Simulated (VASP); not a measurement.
# La4H (Pm-3m) in VASP: further runs

La4H is run at these levels: PBE; tasks: single point, relaxation of cell and atoms.

Everything below comes from runs of VASP 6.6.1. Logs are shortened: lines on timing, memory, paths and dates and some standing lists are left out, and cuts for length are marked.

**1. The cell of the first run**

It takes space group Pm-3m (No. 221, cubic). Conventional cell: a = 5.970 Å, b = 5.970 Å, c = 5.970 Å, α = 90.00°, β = 90.00°, γ = 90.00°. La (site symmetry m-3m) has 6 La at 2.98 Å within 3.9 Å. Within 3.9 Å of La (site symmetry 4/mmm) lie 2 La at 2.98 Å. H (site symmetry m-3m) has 20 La at 4.22 to 5.17 Å within 5.5 Å.

The cell was generated, and may not be a known phase.

**2. Single point, PBE**

The input, INCAR:

```
SYSTEM = La4H
PREC = Accurate ; ENCUT = 520
EDIFF = 1E-6 ; ISMEAR = 0
SIGMA = 0.1 ; LREAL = .FALSE.
LASPH = .TRUE. ; NELM = 100
ALGO = Normal ; ISIF = 2
LWAVE = .FALSE. ; LCHARG = .TRUE.
GGA = PE ; LELF = .TRUE.
LVHAR = .TRUE. ; NBANDS = 30
```

The input, KPOINTS:

```
regular mesh
0
G
  6 6 6
  0 0 0
```

The input, POSCAR:

```
La4H
1.0
    5.9695614786      0.0000000000      0.0000000000
    0.0000000000      5.9695614786      0.0000000000
    0.0000000000      0.0000000000      5.9695614786
La H
4 1
Direct
    0.5000000000      0.5000000000      0.5000000000
    0.0000000000      0.5000000000      0.5000000000
    0.5000000000      0.0000000000      0.5000000000
    0.5000000000      0.5000000000      0.0000000000
    0.0000000000      0.0000000000      0.0000000000
```

Potentials or basis: VASP PAW PBE potentials, release 64 (La, H).

The run is started by

```console
$ cat potpaw_PBE.64/La/POTCAR potpaw_PBE.64/H/POTCAR > POTCAR
$ mpirun -np 1 vasp_std > vasp.out
```

OUTCAR:

```text
SYSTEM = La4H
   PREC = Accurate
   ENCUT = 520
   EDIFF = 1E-6
   ISMEAR = 0
   LREAL = .FALSE.
   LASPH = .TRUE.
   NELM = 100
   ISIF = 2
   GGA = PE

 ion  position               nearest neighbor table
   1  0.500  0.500  0.500-   2 2.98   3 2.98   4 2.98   4 2.98   3 2.98   2 2.98
   2  0.000  0.500  0.500-   1 2.98   1 2.98
   3  0.500  0.000  0.500-   1 2.98   1 2.98
   4  0.500  0.500  0.000-   1 2.98   1 2.98
   5  0.000  0.000  0.000-

  LATTYP: Found a simple cubic cell.
 ALAT       =     5.9695614786

  Lattice vectors:

 A1 = (   5.9695614786,   0.0000000000,   0.0000000000)
 A2 = (   0.0000000000,   5.9695614786,   0.0000000000)
 A3 = (   0.0000000000,   0.0000000000,   5.9695614786)

Analysis of symmetry for initial positions (statically):
=====================================================================
 Subroutine PRICEL returns:
 Original cell was already a primitive cell.

 Routine SETGRP: Setting up the symmetry group for a
 simple cubic supercell.

 Subroutine GETGRP returns: Found 48 space group operations
 (whereof 48 operations were pure point group operations)
 out of a pool of 48 trial point group operations.

The static configuration has the point symmetry O_h .

Analysis of symmetry for dynamics (positions and initial velocities):
=====================================================================
 Subroutine PRICEL returns:
 Original cell was already a primitive cell.

 Routine SETGRP: Setting up the symmetry group for a
 simple cubic supercell.

 Subroutine GETGRP returns: Found 48 space group operations
 (whereof 48 operations were pure point group operations)
 out of a pool of 48 trial point group operations.

The dynamic configuration has the point symmetry O_h .

 Subroutine INISYM returns: Found 48 space group operations
 (whereof 48 operations are pure point group operations),
 and found     1 'primitive' translations

----------------------------------------------------------------------------------------

                                     Primitive cell

  volume of cell :     212.7293

  direct lattice vectors                    reciprocal lattice vectors
     5.969561479  0.000000000  0.000000000     0.167516492  0.000000000  0.000000000
     0.000000000  5.969561479  0.000000000     0.000000000  0.167516492  0.000000000
     0.000000000  0.000000000  5.969561479     0.000000000  0.000000000  0.167516492

  length of vectors
     5.969561479  5.969561479  5.969561479     0.167516492  0.167516492  0.167516492

  position of ions in fractional coordinates (direct lattice)
     0.500000000  0.500000000  0.500000000
     0.000000000  0.500000000  0.500000000
     0.500000000  0.000000000  0.500000000
     0.500000000  0.500000000  0.000000000
     0.000000000  0.000000000  0.000000000

  ion indices of the primitive-cell ions
   primitive index   ion index
                 1           1
                 2           2
                 3           3
                 4           4
                 5           5

----------------------------------------------------------------------------------------

 KPOINTS: regular mesh

Automatic generation of k-mesh.
 Grid dimensions read from file:
 generate k-points for:    6    6    6

 Generating k-lattice:

  Cartesian coordinates                     Fractional coordinates (reciprocal lattice)
     0.027919415  0.000000000  0.000000000     0.166666667  0.000000000  0.000000000
     0.000000000  0.027919415  0.000000000     0.000000000  0.166666667  0.000000000
     0.000000000  0.000000000  0.027919415     0.000000000  0.000000000  0.166666667

  Length of vectors
     0.027919415  0.027919415  0.027919415

  Shift w.r.t. Gamma in fractional coordinates (k-lattice)
     0.000000000  0.000000000  0.000000000

 Subroutine IBZKPT returns following result:
 ===========================================

 Found     20 irreducible k-points:

 Following reciprocal coordinates:
            Coordinates               Weight
  0.000000  0.000000  0.000000      1.000000
  0.166667  0.000000  0.000000      6.000000
  0.333333  0.000000  0.000000      6.000000
  0.500000  0.000000  0.000000      3.000000
  0.166667  0.166667  0.000000     12.000000
  0.333333  0.166667  0.000000     24.000000
[... 12 lines left out ...]
  0.500000  0.500000  0.333333      6.000000
  0.500000  0.500000  0.500000      1.000000
   k-points           NKPTS =     20   k-points in BZ     NKDIM =     20   number of bands    NBANDS=     30
   number of dos      NEDOS =    301   number of ions     NIONS =      5
   total plane-waves  NPLWV = 110592
   dimension x,y,z NGX =    48 NGY =   48 NGZ =   48
   dimension x,y,z NGXF=    96 NGYF=   96 NGZF=   96
   ions per type =               4   1
   NGX,Y,Z   is equivalent  to a cutoff of  13.37, 13.37, 13.37 a.u.
   NGXF,Y,Z  is equivalent  to a cutoff of  26.73, 26.73, 26.73 a.u.
 SYSTEM =  La4H
   PREC   = accura    normal or accurate (medium, high low for compatibility)
   ISTART =      0    job   : 0-new  1-cont  2-samecut
   ICHARG =      2    charge: 1-file 2-atom 10-const
   ISPIN  =      1    spin polarized calculation?
   LNONCOLLINEAR =      F non collinear calculations
   LSORBIT =      F    spin-orbit coupling
   LASPH  =      T    aspherical Exc in radial PAW
   ENCUT  =  520.0 eV  38.22 Ry    6.18 a.u.  11.10 11.10 11.10*2*pi/ulx,y,z
   NELM   =    100;   NELMIN=  2; NELMDL= -5     # of ELM steps
   EDIFF  = 0.1E-05   stopping-criterion for ELM
   LREAL  =      F    real-space projection
[... 7 lines left out ...]
   TEBEG  =    0.0;   TEEND  =   0.0 temperature during run
   PSTRESS=    0.0 pullay stress
   NELECT =      45.0000    total number of electrons
   NUPDOWN=      -1.0000    fix difference up-down
   EMIN   =  10.00;   EMAX   =-10.00  energy-range for DOS
   EFERMI =   0.00;   METHOD = LEGACY
   ISMEAR =     0;   SIGMA  =   0.10  broadening in eV -4-tet -1-fermi 0-gaus
   EFERMI_NEDOS =   21; number of points for ismear=-14 and -15
   IALGO  =     38    algorithm
   IMIX   =      4    mixing-type and parameters
     AMIX     =   0.40;   BMIX     =  1.00
     AMIX_MAG =   1.60;   BMIX_MAG =  1.00
  volume/ion in A,a.u.               =      42.55       287.11
  Fermi-wavevector in a.u.,A,eV,Ry     =   0.975446  1.843326 12.945874  0.951495
  Thomas-Fermi vector in A             =   2.105986
   LORBIT       =      0    0 simple, 1 ext, 2 COOP (PROOUT), +10 PAW based schemes
   GGA     = PE    functional components
   LHFCALC =     F    Hartree Fock is set to
   AEXX    =    0.0000 exact exchange contribution
   IVDW    =     0    specifies the selected vdW correction
   LEPSILON=     F    determine dielectric tensor
   LRPA    =     F    only Hartree local field effects (RPA)
 non-spin polarized calculation
 Gauss-broadening in eV      SIGMA  =   0.10
  energy-cutoff  :      520.00
  volume of cell :      212.73
 maximum number of plane-waves:      5832
 NGX is ok and might be reduce to    48
   NGX = 23   NGY = 23   NGZ = 23

 number of electron      44.9999995 magnetization

 Free energy of the ion-electron system (eV)
  ---------------------------------------------------
  ext. energy  EPLUGINS =         0.00000000
  ---------------------------------------------------
  free energy    TOTEN  =       -17.75770295 eV

  energy without entropy =      -17.71383640  energy(sigma->0) =      -17.73576967

 E-fermi :   4.6435     XC(G=0):  -7.9124

 val. band max:        4.6367743429   @ k =   0.5000   0.5000   0.1667
 cond. band min:       4.6531765386   @ k =   0.5000   0.5000   0.1667
 fundamental gap:      0.0164021957
 Fermi energy:         4.6434774943

 k-point     1 :       0.0000    0.0000    0.0000
  band No.  band energies     occupation
      1     -28.9038      2.00000
      2     -28.6796      2.00000
      3     -28.6796      2.00000
      4     -27.1473      2.00000
      5     -13.8393      2.00000
      6     -13.8393      2.00000
[... 22 lines left out ...]
     29       5.8023      0.00000
     30       5.8732      0.00000

 k-point     2 :       0.1667    0.0000    0.0000
  band No.  band energies     occupation
      1     -28.8890      2.00000
      2     -28.6839      2.00000
      3     -28.6796      2.00000
      4     -27.1664      2.00000
      5     -13.8317      2.00000
      6     -13.8317      2.00000
[... 22 lines left out ...]
     29       5.7585      0.00000
     30       5.8557      0.00000

 k-point     3 :       0.3333    0.0000    0.0000
  band No.  band energies     occupation
      1     -28.8561      2.00000
      2     -28.6953      2.00000
      3     -28.6796      2.00000
      4     -27.2051      2.00000
      5     -13.8163      2.00000
      6     -13.8163      2.00000
[... 22 lines left out ...]
     29       5.6846      0.00000
     30       5.8449      0.00000

 k-point     4 :       0.5000    0.0000    0.0000
  band No.  band energies     occupation
      1     -28.8369      2.00000
      2     -28.7034      2.00000
      3     -28.6795      2.00000
      4     -27.2247      2.00000
      5     -13.8084      2.00000
      6     -13.8084      2.00000
[... 22 lines left out ...]
     29       5.8431      0.00000
     30       5.8453      0.00000

 k-point     5 :       0.1667    0.1667    0.0000
  band No.  band energies     occupation
      1     -28.8742      2.00000
      2     -28.6856      2.00000
      3     -28.6819      2.00000
      4     -27.1859      2.00000
      5     -13.8241      2.00000
      6     -13.6400      2.00000
[... 22 lines left out ...]
     29       5.6685      0.00000
     30       5.8213      0.00000
[... 394 lines left out ...]
     29       5.3990      0.00000
     30       5.6193      0.00000

 k-point    18 :       0.5000    0.3333    0.3333
  band No.  band energies     occupation
      1     -28.7397      2.00000
      2     -28.7033      2.00000
      3     -28.6973      2.00000
      4     -27.3555      2.00000
      5     -13.0619      2.00000
      6     -13.0546      2.00000
[... 22 lines left out ...]
     29       5.5130      0.00000
     30       5.7776      0.00000

 k-point    19 :       0.5000    0.5000    0.3333
  band No.  band energies     occupation
      1     -28.7189      2.00000
      2     -28.7032      2.00000
      3     -28.7032      2.00000
      4     -27.3789      2.00000
      5     -13.0466      2.00000
      6     -12.5830      2.00000
[... 22 lines left out ...]
     29       5.7507      0.00000
     30       5.9302      0.00000

 k-point    20 :       0.5000    0.5000    0.5000
  band No.  band energies     occupation
      1     -28.7032      2.00000
      2     -28.7032      2.00000
      3     -28.7032      2.00000
      4     -27.4031      2.00000
      5     -12.5828      2.00000
      6     -12.5828      2.00000
[... 22 lines left out ...]
     29       5.7490      0.00000
     30       5.9908      0.00000

------------------------ aborting loop because EDIFF is reached ----------------------------------------

  FORCE on cell =-STRESS in cart. coord.  units (eV):
  Direction    XX          YY          ZZ          XY          YZ          ZX
  --------------------------------------------------------------------------------------
  -------------------------------------------------------------------------------------
  Total       -0.0314519     -0.0314519     -0.0314519      0.0000000     -0.0000000      0.0000000
  in kB       -0.2368809     -0.2368809     -0.2368809      0.0000000     -0.0000000      0.0000000
  external PRESSURE =      -0.2368809 kB  Pullay stress =       0.0000000 kB

 VOLUME and BASIS-vectors are now :
 -----------------------------------------------------------------------------
  energy-cutoff  :      520.00
  volume of cell :      212.73
      direct lattice vectors                 reciprocal lattice vectors
     5.969561479  0.000000000  0.000000000     0.167516492  0.000000000  0.000000000
     0.000000000  5.969561479  0.000000000     0.000000000  0.167516492  0.000000000
     0.000000000  0.000000000  5.969561479     0.000000000  0.000000000  0.167516492

 POSITION                                       TOTAL-FORCE (eV/Angst)
 -----------------------------------------------------------------------------------
      2.98478      2.98478      2.98478         0.000000      0.000000      0.000000
      0.00000      2.98478      2.98478         0.000000      0.000000      0.000000
      2.98478      0.00000      2.98478         0.000000      0.000000      0.000000
      2.98478      2.98478      0.00000         0.000000      0.000000      0.000000
      0.00000      0.00000      0.00000         0.000000      0.000000      0.000000
 -----------------------------------------------------------------------------------
    total drift:                                0.000000     -0.000000     -0.000000

  FREE ENERGIE OF THE ION-ELECTRON SYSTEM (eV)
  ---------------------------------------------------
  free  energy   TOTEN  =       -17.7577029487 eV

  energy  without entropy=      -17.7138363993  energy(sigma->0) =      -17.73576967
```

It took 2.5 min on 1 thread of Intel Xeon 6975P-C (Granite Rapids), shared host; peak memory 0.37 GiB.

Results:

* Free energy: -17.7577 eV
* Pressure: 0.0 GPa
* Band gap on the k mesh: zero (an odd number of electrons rules out a gap without spin polarisation)

Caveat: spin-orbit coupling is left out, which moves the levels of the heavy elements.

(Continued in part 2 of 2.)
